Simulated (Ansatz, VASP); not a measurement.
**ZnSnP2 in VASP and in Ansatz**

```
Zn Sn P
1.0
    -2.88085    2.88085    5.49975
     2.88085   -2.88085    5.49975
     2.88085    2.88085   -5.49975
Zn Sn P
2 2 4
Direct
  0.75000 0.25000 0.50000
  0.00000 0.00000 0.00000
  0.25000 0.75000 0.50000
  0.50000 0.50000 0.00000
  0.37500 0.35049 0.47549
  0.64951 0.12500 0.02451
  0.10049 0.62500 0.97549
  0.87500 0.89951 0.52451
```

Alike in both runs: task single point; functional PBEsol; k mesh 8 × 8 × 8; occupations gaussian, width 0.05 eV; no spin polarisation.

|  | VASP | Ansatz |
| --- | --- | --- |
| version | VASP 6.6.1 | Ansatz 0.2.0 |
| potentials or method | VASP PAW PBE potentials, release 64 (Zn, Sn_d, P), cutoff 500 eV | scalar-relativistic, plane waves, PAW |
| valence electrons in the cell | 72 | 72 |

VASP gave:

```
gap on the k mesh at the Fermi level (eV)                     : 0.54
least direct gap on the mesh (eV)                             : 0.54
pressure (GPa)                                                : -1.7
traceless stress, the component that is largest in VASP (GPa) : 1.73
rms of the force components (eV/Å)                            : 0.060
```

Problem. Which values does Ansatz return?

Solution. gap on the k mesh at the Fermi level (eV): 0.53; least direct gap on the mesh (eV): 0.53; pressure (GPa): -1.8; traceless stress, the component that is largest in VASP (GPa): 1.73; rms of the force components (eV/Å): 0.051.

VASP's potentials were made for PBE, not for PBEsol. Atom by atom the forces differ by 0.009 eV/Å (rms over components).
